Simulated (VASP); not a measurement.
Here is a VASP 6.6.1 calculation.

Contents of INCAR:

```
SYSTEM = TiNi
PREC = Accurate
ENCUT = 520
EDIFF = 1E-6
ISMEAR = 0
SIGMA = 0.1
LREAL = .FALSE.
LASPH = .TRUE.
NELM = 60
ALGO = Fast
ISIF = 2
LWAVE = .FALSE.
LCHARG = .TRUE.
GGA = PS
LELF = .TRUE.
LVHAR = .TRUE.
NBANDS = 18
```

File KPOINTS:

```
Automatic mesh
0
G
  12 8 16
  0 0 0
```

File POSCAR:

```
TiNi
1.0
    2.9764078220      0.0000000000      0.0000000000
    0.0000000000      4.2092763091      0.0000000001
    0.0000000000      2.1046381545      2.0960345411
Ti Ni
1 1
Direct
    0.0000000000      0.0000000000      0.0000000000
    0.5000000000      0.5000000000      0.0000000000
```

Potentials or basis: VASP PAW PBE potentials, release 64 (Ti_sv, Ni).

Command:

```bash
$ cat potpaw_PBE.64/Ti_sv/POTCAR potpaw_PBE.64/Ni/POTCAR > POTCAR
$ mpirun -np 1 vasp_std > vasp.out
```

Task: Predict the pressure.

Result: -0.6 GPa.

Task: Estimate the band gap on the k mesh.

Result: Zero (band 11 reaches 10.17 eV, above the bottom of band 12 at 8.39 eV).

Stress tensor (GPa, compression positive):
```
-0.73  0.00  0.00
 0.00 -0.70  0.00
 0.00  0.00 -0.26
```

Caveat: the PAW data sets were made with another functional, which shifts forces and pressure a little. Spin polarisation is off, so any magnetic state and its effect on volume and gap are missing.
